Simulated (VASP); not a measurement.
Crystal: Hf.

```xyz
3
Lattice="4.9623 0.0000 0.0000 -2.4812 4.2975 0.0000 0.0000 0.0000 3.0862" Properties=species:S:1:pos:R:3 pbc="T T T"
Hf    0.0000    0.0000    0.0000
Hf    0.0000    2.8650    1.5431
Hf    2.4812    1.4325    1.5431
```

- Program: VASP 6.6.1
- Task: relaxation of cell and atoms
- Functional: PBEsol
- Dispersion: D3(BJ)
- Potentials or basis: VASP PAW PBE potentials, release 64 (Hf_pv)
- Cutoff: 600 eV
- k mesh: 6 × 6 × 9
- Occupations: fermi-dirac, width 0.05 eV
- Spin: no spin polarisation

At the start: pressure -6.9 GPa; volume 21.94 Å³/atom.

**Question.** How do energy, volume and symmetry change on relaxing?

**Answer.** Over 5 steps the energy falls by 30.5 meV/atom and the volume is 20.59 Å³/atom (-6.2 %); space group P6/mmm (No. 191, to 0.05 Å).

Step by step:
```tsv
step	energy change (eV)	largest force (eV/Å)	pressure (GPa)	volume (Å³)
1	0.0000	0.0000	-6.90	65.82
2	0.0517	0.0000	10.70	57.22
3	-0.0913	0.0000	-0.11	61.84
4	-0.0914	0.0000	0.03	61.76
5	-0.0915	0.0000	0.03	61.76
```

Final structure:
```
Hf
1.0
     4.85055    0.00000    0.00000
    -2.42527    4.20070    0.00000
     0.00000    0.00000    3.03104
Hf
3
Direct
  0.00000 0.00000 0.00000
  0.33333 0.66667 0.50000
  0.66667 0.33333 0.50000
```

Caveat: the PAW data sets were made with another functional, which shifts forces and pressure a little; pairwise dispersion overbinds metals, which lowers pressure and volume.
